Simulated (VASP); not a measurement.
Os3RuC3: single point with PBE

Crystal: Os3RuC3.

```
CELL_PARAMETERS angstrom
4.24942 0.00000 0.00000
0.00000 4.24942 0.00000
0.00000 0.00000 4.24942
ATOMIC_POSITIONS crystal
Ru 0.50000 0.50000 0.50000
Os 0.00000 0.50000 0.00000
Os 0.00000 0.00000 0.50000
Os 0.50000 0.00000 0.00000
C 0.50000 0.00000 0.50000
C 0.50000 0.50000 0.00000
C 0.00000 0.50000 0.50000
```

The cell was generated, and may not be a known phase.

- Program: VASP 6.6.1
- Task: single point
- Functional: PBE
- Potentials or basis: VASP PAW PBE potentials, release 64 (Ru_sv, Os_sv_GW, C)
- Cutoff: 700 eV
- k mesh: 4 × 4 × 4
- Occupations: gaussian, width 0.1 eV
- Spin: no spin polarisation

```
Pressure               : -0.3 GPa
Band gap on the k mesh : zero (bands 38 and 39 overlap by 0.46 eV)
```

Levels at points of the mesh, in eV from the Fermi level:
| k point | band 34 | band 35 | band 36 | band 37 | band 38 | band 39 | band 40 | band 41 |
| --- | --- | --- | --- | --- | --- | --- | --- | --- |
| (0.00, 0.00, 0.00) | -1.93 | -1.06 | -1.06 | -1.06 | -0.58 | -0.13 | -0.13 | 0.44 |
| (0.50, 0.00, 0.00) | -1.68 | -1.53 | -0.78 | 0.27 | 0.27 | 0.36 | 0.36 | 0.44 |
| (0.50, 0.50, 0.00) | -1.35 | -1.35 | -1.17 | -0.06 | 0.06 | 0.96 | 0.96 | 1.78 |
| (0.50, 0.50, 0.50) | -0.31 | -0.29 | -0.29 | -0.29 | 0.03 | 0.03 | 0.03 | 1.95 |

It took 78 s on 1 thread of Intel(R) Xeon(R) Platinum 8488C (Sapphire Rapids), with other jobs on the host, peak memory 0.27 GiB.

Caveat: the k points lie up to 0.37 Å⁻¹ apart; spin-orbit coupling is left out, which moves the levels of the heavy elements.
